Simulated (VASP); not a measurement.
Write the native input for VASP 6.6.1 that does the following.

```
Task                   : single point
Functional             : PBE
Potentials or basis    : VASP PAW PBE potentials, release 64 (Na_pv)
Cutoff                 : 520 eV
k mesh                 : 12 × 12 × 12
Occupations            : fermi-dirac, width 0.05 eV
Spin                   : no spin polarisation
Dipole correction      : no
Further INCAR settings : ALGO = Normal; EDIFF = 1e-06; NBANDS = 10
```

The structure of Na lies in POSCAR:

```
Na
1.0
   -2.0961096487      2.0961096487      2.0961096487
    2.0961096487     -2.0961096487      2.0961096487
    2.0961096487      2.0961096487     -2.0961096487
Na
1
Direct
    0.0000000000      0.0000000000      0.0000000000
```

This cell differs from its parent crystal: volume scaled by 0.97.

The input as run:

INCAR

```
PREC = Accurate ; ENCUT = 520
EDIFF = 1E-6 ; ISMEAR = -1
SIGMA = 0.05 ; LREAL = F
LASPH = T ; NELM = 100
ALGO = Normal ; ISIF = 2
LWAVE = F ; LCHARG = F
GGA = PE ; NBANDS = 10
```

KPOINTS

```
Automatic mesh
0
Gamma
  12 12 12
```

Potentials or basis: VASP PAW PBE potentials, release 64 (Na_pv).

The run is started by

```sh
$ cat potpaw_PBE.64/Na_pv/POTCAR > POTCAR
$ mpirun -np 1 vasp_std > vasp.out
```

It gave:

```
Pressure : 0.0 GPa
```

It took 21 s on 1 thread of Intel(R) Xeon(R) Platinum 8259CL CPU @ 2.50GHz (Skylake/Cascade Lake) (shared host), peak memory 0.15 GiB.
